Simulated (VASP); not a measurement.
# Be (Im-3m) in VASP: a series of runs

Be is run at these levels: LDA, PBEsol+D3(BJ), BLYP+D3(BJ); tasks: single point, relaxation of cell and atoms.

Everything below comes from runs of VASP 6.6.1. Logs are shortened: lines on timing, memory, paths and dates and some standing lists are left out, and cuts for length are marked.

### Step 1. The cell of the first run

The structure is cubic, space group Im-3m (No. 229). Conventional cell: a = 2.462 Å, b = 2.462 Å, c = 2.462 Å, α = 90.00°, β = 90.00°, γ = 90.00°. Be (site symmetry m-3m) has 14 Be at 2.13 to 2.46 Å within 2.8 Å.

### Step 2. Single point, LDA

File INCAR:

```
  ALGO = Normal
  EDIFF = 1E-6
  ENCUT = 520
  ISIF = 2
  ISMEAR = -1
  LASPH = True
  LCHARG = False
  LREAL = False
  LWAVE = False
  NBANDS = 7
  NELM = 60
  PREC = Accurate
  SIGMA = 0.1
```

File KPOINTS:

```
k-points
0
Gamma
  15 15 15
```

File POSCAR:

```
Be
1.0
    2.1322732914     -0.0000000118     -0.0000000204
   -0.7107577527      2.0103265422     -0.0000000204
   -0.7107577527     -1.0051632416      1.7409938725
Be
1
Direct
    0.0000000000      0.0000000000      0.0000000000
```

Potentials or basis: VASP PAW LDA potentials, release 64 (Be).

On the command line:

```sh
$ cat potpaw_LDA.64/Be/POTCAR > POTCAR
$ mpirun -np 1 vasp_std > vasp.out
```

OUTCAR:

```text
EDIFF = 1E-6
   ENCUT = 520
   ISIF = 2
   ISMEAR = -1
   LASPH = True
   LREAL = False
   NELM = 60
   PREC = Accurate

 ion  position               nearest neighbor table
   1  0.000  0.000  0.000-

  LATTYP: Found a body centered cubic cell.
 ALAT       =     2.4621371176

  Lattice vectors:

 A1 = (   2.1322732914,  -0.0000000118,  -0.0000000204)
 A2 = (  -0.7107577527,   2.0103265422,  -0.0000000204)
 A3 = (  -0.7107577527,  -1.0051632416,   1.7409938725)

Analysis of symmetry for initial positions (statically):
=====================================================================
 Subroutine PRICEL returns:
 Original cell was already a primitive cell.

 Routine SETGRP: Setting up the symmetry group for a
 body centered cubic supercell.

 Subroutine GETGRP returns: Found 48 space group operations
 (whereof 48 operations were pure point group operations)
 out of a pool of 48 trial point group operations.

The static configuration has the point symmetry O_h .

Analysis of symmetry for dynamics (positions and initial velocities):
=====================================================================
 Subroutine PRICEL returns:
 Original cell was already a primitive cell.

 Routine SETGRP: Setting up the symmetry group for a
 body centered cubic supercell.

 Subroutine GETGRP returns: Found 48 space group operations
 (whereof 48 operations were pure point group operations)
 out of a pool of 48 trial point group operations.

The dynamic configuration has the point symmetry O_h .

 Subroutine INISYM returns: Found 48 space group operations
 (whereof 48 operations are pure point group operations),
 and found     1 'primitive' translations

----------------------------------------------------------------------------------------

                                     Primitive cell

  volume of cell :       7.4629

  direct lattice vectors                    reciprocal lattice vectors
     2.132273291 -0.000000012 -0.000000020     0.468983039  0.165810544  0.287192277
    -0.710757753  2.010326542 -0.000000020     0.000000006  0.497431631  0.287192277
    -0.710757753 -1.005163242  1.740993873     0.000000005  0.000000008  0.574384567

  length of vectors
     2.132273291  2.132273291  2.132273291     0.574384567  0.574384567  0.574384567

  position of ions in fractional coordinates (direct lattice)
     0.000000000  0.000000000  0.000000000

  ion indices of the primitive-cell ions
   primitive index   ion index
                 1           1

----------------------------------------------------------------------------------------

 KPOINTS: k-points

Automatic generation of k-mesh.
 Grid dimensions read from file:
 generate k-points for:   15   15   15

 Generating k-lattice:

  Cartesian coordinates                     Fractional coordinates (reciprocal lattice)
     0.031265536  0.011054036  0.019146152     0.066666667  0.000000000  0.000000000
     0.000000000  0.033162109  0.019146152     0.000000000  0.066666667  0.000000000
     0.000000000  0.000000001  0.038292304     0.000000000 -0.000000000  0.066666667

  Length of vectors
     0.038292304  0.038292304  0.038292304

  Shift w.r.t. Gamma in fractional coordinates (k-lattice)
     0.000000000  0.000000000  0.000000000

 Subroutine IBZKPT returns following result:
 ===========================================

 Found    120 irreducible k-points:

 Following reciprocal coordinates:
            Coordinates               Weight
  0.000000  0.000000  0.000000      1.000000
  0.066667 -0.000000 -0.000000     12.000000
  0.133333 -0.000000  0.000000     12.000000
  0.200000  0.000000  0.000000     12.000000
  0.266667 -0.000000  0.000000     12.000000
  0.333333 -0.000000 -0.000000     12.000000
[... 16 lines left out ...]
  0.333333  0.200000 -0.000000     48.000000
  0.400000  0.200000 -0.000000     24.000000
 [... further k-points ...]
   k-points           NKPTS =    120   k-points in BZ     NKDIM =    120   number of bands    NBANDS=      7
   number of dos      NEDOS =    301   number of ions     NIONS =      1
   total plane-waves  NPLWV =   4096
   dimension x,y,z NGX =    16 NGY =   16 NGZ =   16
   dimension x,y,z NGXF=    32 NGYF=   32 NGZF=   32
   ions per type =               1
   NGX,Y,Z   is equivalent  to a cutoff of  12.47, 12.47, 12.47 a.u.
   NGXF,Y,Z  is equivalent  to a cutoff of  24.95, 24.95, 24.95 a.u.
 SYSTEM =  unknown system
   PREC   = accura    normal or accurate (medium, high low for compatibility)
   ISTART =      0    job   : 0-new  1-cont  2-samecut
   ICHARG =      2    charge: 1-file 2-atom 10-const
   ISPIN  =      1    spin polarized calculation?
   LNONCOLLINEAR =      F non collinear calculations
   LSORBIT =      F    spin-orbit coupling
   LASPH  =      T    aspherical Exc in radial PAW
   ENCUT  =  520.0 eV  38.22 Ry    6.18 a.u.   3.96  3.96  3.96*2*pi/ulx,y,z
   NELM   =     60;   NELMIN=  2; NELMDL= -5     # of ELM steps
   EDIFF  = 0.1E-05   stopping-criterion for ELM
   LREAL  =      F    real-space projection
   EDIFFG = 0.1E-04   stopping-criterion for IOM
   NSW    =      0    number of steps for IOM
   IBRION =     -1    ionic relax: 0-MD 1-quasi-New 2-CG
   NFREE  =      0    steps in history (QN), initial steepest desc. (CG)
   ISIF   =      2    stress and relaxation
   ISYM   =      2    0-nonsym 1-usesym 2-fastsym
   POTIM  = 0.5000    time-step for ionic-motion
   TEBEG  =    0.0;   TEEND  =   0.0 temperature during run
   PSTRESS=    0.0 pullay stress
   NELECT =       2.0000    total number of electrons
   NUPDOWN=      -1.0000    fix difference up-down
   EMIN   =  10.00;   EMAX   =-10.00  energy-range for DOS
   EFERMI =   0.00;   METHOD = LEGACY
   ISMEAR =    -1;   SIGMA  =   0.10  broadening in eV -4-tet -1-fermi 0-gaus
   EFERMI_NEDOS =   21; number of points for ismear=-14 and -15
   IALGO  =     38    algorithm
   IMIX   =      4    mixing-type and parameters
     AMIX     =   0.40;   BMIX     =  1.00
     AMIX_MAG =   1.60;   BMIX_MAG =  1.00
  volume/ion in A,a.u.               =       7.46        50.36
  Fermi-wavevector in a.u.,A,eV,Ry     =   1.055478  1.994565 15.157355  1.114034
  Thomas-Fermi vector in A             =   2.190678
   LORBIT       =      0    0 simple, 1 ext, 2 COOP (PROOUT), +10 PAW based schemes
   GGA     = CA    functional components
   LHFCALC =     F    Hartree Fock is set to
   AEXX    =    0.0000 exact exchange contribution
   IVDW    =     0    specifies the selected vdW correction
   LEPSILON=     F    determine dielectric tensor
   LRPA    =     F    only Hartree local field effects (RPA)
 non-spin polarized calculation
  energy-cutoff  :      520.00
  volume of cell :        7.46
 maximum number of plane-waves:       212
   NGX =  7   NGY =  7   NGZ =  7

 number of electron       2.0000000 magnetization

 Free energy of the ion-electron system (eV)
  ---------------------------------------------------
  ext. energy  EPLUGINS =         0.00000000
  ---------------------------------------------------
  free energy    TOTEN  =        -4.11384968 eV

  energy without entropy =       -4.10987816  energy(sigma->0) =       -4.11186392

 E-fermi :   8.0292     XC(G=0): -10.8191

 val. band max:        8.0004634677   @ k =   0.2667   0.2667   0.2000
 cond. band min:       8.1249703727   @ k =  -0.4000  -0.4000   0.1333
 fundamental gap:      0.1245069050
 Fermi energy:         8.0292138659

 k-point     1 :       0.0000    0.0000    0.0000
  band No.  band energies     occupation
      1      -4.2691      2.00000
      2      27.9614      0.00000
      3      27.9614      0.00000
      4      27.9614      0.00000
      5      39.9199      0.00000
      6      39.9199      0.00000
      7      39.9199      0.00000

 k-point     2 :       0.0667   -0.0000   -0.0000
  band No.  band energies     occupation
      1      -4.1130      2.00000
      2      27.1916      0.00000
      3      27.3388      0.00000
      4      27.7774      0.00000
      5      37.9347      0.00000
      6      38.1956      0.00000
      7      40.9674      0.00000

 k-point     3 :       0.1333   -0.0000    0.0000
  band No.  band energies     occupation
      1      -3.6443      2.00000
      2      24.8488      0.00000
      3      25.9320      0.00000
      4      27.2516      0.00000
      5      35.5750      0.00000
      6      35.7745      0.00000
      7      40.2561      0.00000

 k-point     4 :       0.2000    0.0000    0.0000
  band No.  band energies     occupation
      1      -2.8630      2.00000
      2      21.4283      0.00000
      3      24.3712      0.00000
      4      26.4851      0.00000
      5      33.6493      0.00000
      6      34.5915      0.00000
      7      40.2096      0.00000

 k-point     5 :       0.2667   -0.0000    0.0000
  band No.  band energies     occupation
      1      -1.7749      2.00000
      2      17.7321      0.00000
      3      22.9710      0.00000
      4      25.6436      0.00000
      5      31.9240      0.00000
      6      34.4437      0.00000
      7      40.9253      0.00000

 k-point     6 :       0.3333   -0.0000   -0.0000
  band No.  band energies     occupation
      1      -0.4063      2.00000
      2      14.2276      0.00000
      3      21.8625      0.00000
      4      24.8882      0.00000
      5      30.6222      0.00000
      6      34.7205      0.00000
      7      42.2306      0.00000

 k-point     7 :       0.4000   -0.0000    0.0000
  band No.  band energies     occupation
      1       1.1426      2.00000
      2      11.1953      0.00000
      3      21.1027      0.00000
      4      24.3319      0.00000
      5      29.7518      0.00000
      6      35.1473      0.00000
      7      43.8905      0.00000

 k-point     8 :       0.4667   -0.0000   -0.0000
  band No.  band energies     occupation
      1       2.4684      2.00000
      2       9.1137      0.00004
      3      20.7177      0.00000
      4      24.0396      0.00000
      5      29.3160      0.00000
      6      35.4628      0.00000
      7      45.3519      0.00000

 k-point     9 :       0.0667    0.0667   -0.0000
  band No.  band energies     occupation
      1      -3.8005      2.00000
      2      25.8858      0.00000
      3      26.2252      0.00000
      4      27.1883      0.00000
      5      36.0695      0.00000
      6      36.5726      0.00000
      7      40.2235      0.00000

 k-point    10 :       0.1333    0.0667    0.0000
  band No.  band energies     occupation
      1      -3.1748      2.00000
      2      23.2187      0.00000
      3      24.4957      0.00000
      4      26.3028      0.00000
      5      34.7604      0.00000
      6      35.0860      0.00000
      7      40.1481      0.00000

 k-point    11 :       0.2000    0.0667   -0.0000
  band No.  band energies     occupation
      1      -2.2374      2.00000
      2      19.6099      0.00000
      3      23.0283      0.00000
      4      25.2957      0.00000
      5      33.7173      0.00000
      6      34.3911      0.00000
      7      40.5978      0.00000
[... 51 lines left out ...]
 k-point    17 :       0.2000    0.1333    0.0000
  band No.  band energies     occupation
      1      -1.2965      2.00000
      2      17.7521      0.00000
      3      20.5386      0.00000
      4      23.9524      0.00000
      5      34.4247      0.00000
      6      34.8874      0.00000
      7      41.4184      0.00000

 k-point    18 :       0.2667    0.1333    0.0000
  band No.  band energies     occupation
      1       0.0885      2.00000
      2      14.3156      0.00000
      3      19.4724      0.00000
      4      23.0499      0.00000
      5      34.3322      0.00000
      6      35.0749      0.00000
      7      42.6788      0.00000

 k-point    19 :       0.3333    0.1333   -0.0000
  band No.  band energies     occupation
      1       1.6777      2.00000
      2      11.2801      0.00000
      3      18.7542      0.00000
      4      22.4120      0.00000
      5      33.9461      0.00000
      6      35.7674      0.00000
      7      44.0694      0.00000

 k-point    20 :       0.4000    0.1333   -0.0000
  band No.  band energies     occupation
      1       3.0850      2.00000
      2       9.1323      0.00003
      3      18.3917      0.00000
      4      22.0828      0.00000
      5      33.7105      0.00000
      6      36.3276      0.00000
      7      45.2505      0.00000

 k-point    21 :       0.2000    0.2000    0.0000
  band No.  band energies     occupation
      1      -0.0451      2.00000
      2      15.4047      0.00000
      3      18.2891      0.00000
      4      23.0003      0.00000
      5      34.8193      0.00000
      6      35.8628      0.00000
      7      42.7301      0.00000

 k-point    22 :       0.2667    0.2000   -0.0000
  band No.  band energies     occupation
      1       1.4861      2.00000
      2      12.5558      0.00000
      3      17.0147      0.00000
      4      22.3112      0.00000
      5      35.4052      0.00000
      6      36.5127      0.00000
      7      44.2398      0.00000

 k-point    23 :       0.3333    0.2000   -0.0000
  band No.  band energies     occupation
      1       3.1500      2.00000
      2       9.9420      0.00000
      3      16.3554      0.00000
      4      21.8853      0.00000
      5      35.7304      0.00000
      6      37.3355      0.00000
      7      44.0618      0.00000

 k-point    24 :       0.4000    0.2000   -0.0000
  band No.  band energies     occupation
      1       4.1421      2.00000
      2       8.6159      0.00565
      3      16.1454      0.00000
      4      21.7409      0.00000
      5      35.7903      0.00000
      6      37.8838      0.00000
      7      43.2072      0.00000

 [... further k-points ...]

------------------------ aborting loop because EDIFF is reached ----------------------------------------

  FORCE on cell =-STRESS in cart. coord.  units (eV):
  Direction    XX          YY          ZZ          XY          YZ          ZX
  --------------------------------------------------------------------------------------
  -------------------------------------------------------------------------------------
  Total        0.0203015      0.0203015      0.0203015     -0.0000000      0.0000000     -0.0000000
  in kB        4.3584589      4.3584589      4.3584589     -0.0000000      0.0000000     -0.0000000
  external PRESSURE =       4.3584589 kB  Pullay stress =       0.0000000 kB

 VOLUME and BASIS-vectors are now :
 -----------------------------------------------------------------------------
  energy-cutoff  :      520.00
  volume of cell :        7.46
      direct lattice vectors                 reciprocal lattice vectors
     2.132273291 -0.000000012 -0.000000020     0.468983039  0.165810544  0.287192277
    -0.710757753  2.010326542 -0.000000020     0.000000006  0.497431631  0.287192277
    -0.710757753 -1.005163242  1.740993873     0.000000005  0.000000008  0.574384567

 POSITION                                       TOTAL-FORCE (eV/Angst)
 -----------------------------------------------------------------------------------
      0.00000      0.00000      0.00000         0.000000     -0.000000      0.000000
 -----------------------------------------------------------------------------------
    total drift:                               -0.000000      0.000000     -0.000000

  FREE ENERGIE OF THE ION-ELECTRON SYSTEM (eV)
  ---------------------------------------------------
  free  energy   TOTEN  =        -4.1138496781 eV

  energy  without entropy=       -4.1098781613  energy(sigma->0) =       -4.11186392
```

Run time: 2.5 s. Hardware: 1 thread of Intel Xeon Platinum 8488C (Sapphire Rapids), shared host; peak memory 0.1 GiB.

Results:

- Free energy: -4.1138 eV
- Pressure: 0.4 GPa
- Band gap on the k mesh: zero (band 1 reaches 11.24 eV, above the bottom of band 2 at 6.69 eV)

### Step 3. Single point, PBEsol+D3(BJ)

This run uses another cell than the first one, of 7.40 Å³/atom, 0.991 times its volume.

File INCAR:

```
PREC     = Accurate       # precision mode
ENCUT    = 520            # plane-wave cutoff, eV
EDIFF    = 1E-6           # SCF threshold, eV
ISMEAR   = -1             # smearing method
SIGMA    = 0.1            # smearing width, eV
LREAL    = F              # projectors in reciprocal space
LASPH    = T              # aspherical terms in the spheres
NELM     = 80             # most SCF steps
ALGO     = Normal         # electronic algorithm
ISIF     = 2              # what is computed and relaxed
LWAVE    = F              # write WAVECAR
LCHARG   = T              # write CHGCAR
GGA      = PS             # functional
IVDW     = 12             # dispersion correction
LELF     = T              # ELF
LVHAR    = T            
NBANDS   = 7              # bands
```

File KPOINTS:

```
Automatic mesh
0
Gamma
  15 15 15
```

File POSCAR:

```
Be
1.0
    2.1260036994     -0.0000000118     -0.0000000204
   -0.7086678887      2.0044155142     -0.0000000204
   -0.7086678887     -1.0022077277      1.7358747720
Be
1
Direct
    0.0000000000      0.0000000000      0.0000000000
```

Potentials or basis: VASP PAW PBE potentials, release 64 (Be).

On the command line:

```sh
$ cat potpaw_PBE.64/Be/POTCAR > POTCAR
$ mpirun -np 1 vasp_std > vasp.out
```

Run time: 2.9 s. Hardware: 1 thread of Intel Xeon Platinum 8488C (Sapphire Rapids), shared host; peak memory 0.12 GiB.

Results (log left out):

```yaml
Free_energy: -4.1826 eV
Pressure: 0.4 GPa
Band_gap_on_the_k_mesh: zero (band 1 reaches 11.64 eV, above the bottom of band 2 at 7.00 eV)
Dispersion_energy_per_atom: -0.290 eV
```

Levels at points of the mesh, in eV from the Fermi level:
```
           k point  band 1  band 2  band 3  band 4
(0.00, 0.00, 0.00)  -12.49   20.46   20.46   20.46
```

Caveat: the PAW data sets were made with another functional, which shifts forces and pressure a little; pairwise dispersion overbinds metals, which lowers pressure and volume.

### Step 4. Single point, BLYP+D3(BJ)

This run uses another cell than the first one, of 6.83 Å³/atom, 0.915 times its volume.

File INCAR:

```
PREC = Accurate
ENCUT = 520
EDIFF = 1E-6
ISMEAR = -1
SIGMA = 0.1
LREAL = F
LASPH = T
NELM = 60
ALGO = Normal
ISIF = 2
LWAVE = F
LCHARG = F
GGA = B5
ALDAX = 1.0
AGGAX = 1.0
AGGAC = 1.0
ALDAC = 0.0
IVDW = 12
VDW_S6 = 1.0
VDW_S8 = 2.6996
VDW_A1 = 0.4298
VDW_A2 = 4.2359
NBANDS = 7
```

File KPOINTS:

```
regular mesh
0
Gamma
  15 15 15
```

File POSCAR:

```
Be
1.0
    2.0698618662     -0.0000000115     -0.0000000199
   -0.6899539446      1.9514844861     -0.0000000199
   -0.6899539446     -0.9757422144      1.6900351566
Be
1
Direct
    0.0000000000      0.0000000000      0.0000000000
```

On the command line:

```sh
$ cat potpaw_PBE.64/Be/POTCAR > POTCAR
$ mpirun -np 1 vasp_std > vasp.out
```

Wall time 4.1 s (1 thread of Intel Xeon Platinum 8488C (Sapphire Rapids), shared host); peak memory 0.11 GiB.

It converged, with:

| Item | Value |
| --- | --- |
| Free energy | -3.7899 eV |
| Pressure | 0.1 GPa |
| Band gap on the k mesh | zero (band 1 reaches 13.01 eV, above the bottom of band 2 at 8.12 eV) |
| Dispersion energy per atom | -0.854 eV |

Levels at points of the mesh, in eV from the Fermi level:
```tsv
k point	band 1	band 2	band 3	band 4
(0.00, 0.00, 0.00)	-12.91	21.49	21.49	21.49
```

Caveat: the PAW data sets were made with another functional, which shifts forces and pressure a little; pairwise dispersion overbinds metals, which lowers pressure and volume.

(Part 1 of 2 ends here.)
